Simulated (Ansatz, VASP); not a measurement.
MgO: VASP beside Ansatz

The input INCAR:

```
PREC     = Accurate       # precision mode
ENCUT    = 520            # plane-wave cutoff, eV
EDIFF    = 1E-8           # SCF threshold, eV
ISMEAR   = -1             # smearing method
SIGMA    = 0.08           # smearing width, eV
LREAL    = F              # projectors in reciprocal space
LASPH    = T              # aspherical terms in the spheres
NELM     = 100            # most SCF steps
ALGO     = Normal         # electronic algorithm
ISIF     = 2              # what is computed and relaxed
LWAVE    = F              # write WAVECAR
LCHARG   = F              # write CHGCAR
GGA      = PE             # functional
LEFG     = T            
NBANDS   = 11             # bands
```

KPOINTS

```
Automatic mesh
0
Gamma
  13 13 13
```

The input POSCAR:

```
MgO
1.0
    0.0000000000      2.3511193090      2.3511193090
    2.3511193090      0.0000000000      2.3511193090
    2.3511193090      2.3511193090      0.0000000000
Mg O
1 1
Direct
    0.0000000000      0.0000000000      0.0000000000
    0.2500000000      0.2500000000      0.2500000000
```

Input for Ansatz:

```yaml
crystal:
  lattice:
    - [0.0, 2.351119309, 2.351119309]
    - [2.351119309, 0.0, 2.351119309]
    - [2.351119309, 2.351119309, 0.0]
  atoms:
    - { symbol: Mg, position: [0.0, 0.0, 0.0] }
    - { symbol: O, position: [0.25, 0.25, 0.25] }
kpoints:
  mp_grid: { grid: [13, 13, 13] }
scf:
  occupations: { method: fermi_dirac, width: 0.08 }
hamiltonian:
  xc: pbe
  pseudopotentials: { kind: all_electron, datasets: crystal }
output:
  forces: true
  stress: true
  eigenvalues: true
  efg: { contact_densities: true }
```

Change from the starting cell: volume scaled by 1.06, crystal datasets.

Alike in both runs: task electric field gradients; functional PBE; k mesh 13 × 13 × 13; occupations fermi-dirac, width 0.08 eV; no spin polarisation.

|  | VASP | Ansatz |
| --- | --- | --- |
| version | VASP 6.6.1 | Ansatz 0.2.0 |
| potentials or method | VASP PAW PBE potentials, release 64 (Mg, O), cutoff 520 eV | all-electron PAW with datasets made for the crystal, scalar-relativistic |

VASP gave:

```
gap on the k mesh at the Fermi level (eV) : 3.16
pressure (GPa)                            : -6.3
```

Question: Which values does Ansatz return?

Answer: gap on the k mesh at the Fermi level (eV): 3.16; pressure (GPa): -5.8.

Ansatz ran all-electron here, and VASP with PAW potentials.
